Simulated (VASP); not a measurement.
Here is a VASP 6.6.1 calculation.

The input INCAR:

```
ALGO     = Normal         # electronic algorithm
EDIFF    = 1E-7           # SCF threshold, eV
ENCUT    = 520            # plane-wave cutoff, eV
GGA      = PS             # functional
ISIF     = 2              # what is computed and relaxed
ISMEAR   = -1             # smearing method
LASPH    = T              # aspherical terms in the spheres
LCHARG   = F              # write CHGCAR
LREAL    = F              # projectors in reciprocal space
LWAVE    = F              # write WAVECAR
NBANDS   = 20             # bands
NELM     = 60             # most SCF steps
PREC     = Accurate       # precision mode
SIGMA    = 0.039          # smearing width, eV
```

KPOINTS

```
k-points
0
Gamma
  6 6 6
```

Contents of POSCAR:

```
MoS2
1.0
    1.5875907325      0.9165959368      6.1939396414
   -1.5875907325      0.9165959368      6.1939396414
    0.0000000000     -1.8331918736      6.1939396414
Mo S
1 2
Direct
    0.0075935938      0.0031289671     -0.0129221303
    0.4138860615      0.3960873937      0.4459306141
    0.2300250426      0.2611860963      0.2593804505
```

Potentials or basis: VASP PAW PBE potentials, release 64 (Mo_sv, S).

The run is started by

```console
$ cat potpaw_PBE.64/Mo_sv/POTCAR potpaw_PBE.64/S/POTCAR > POTCAR
$ mpirun -np 1 vasp_std > vasp.out
```

Task: Estimate the band gap on the k mesh.

Result: 0.82 eV (least direct gap 1.67 eV).

Task: Estimate the pressure.

Result: -2.8 GPa.

Forces in eV/Å, atoms in the order of the input:
```
Mo  -0.405 -1.595  0.905
S   -0.121  1.000 -0.664
S    0.526  0.596 -0.241
```

Caveat: the atoms stand as in a frame of molecular dynamics; the PAW data sets were made with another functional, which shifts forces and pressure a little. A k mesh can miss the band edges.
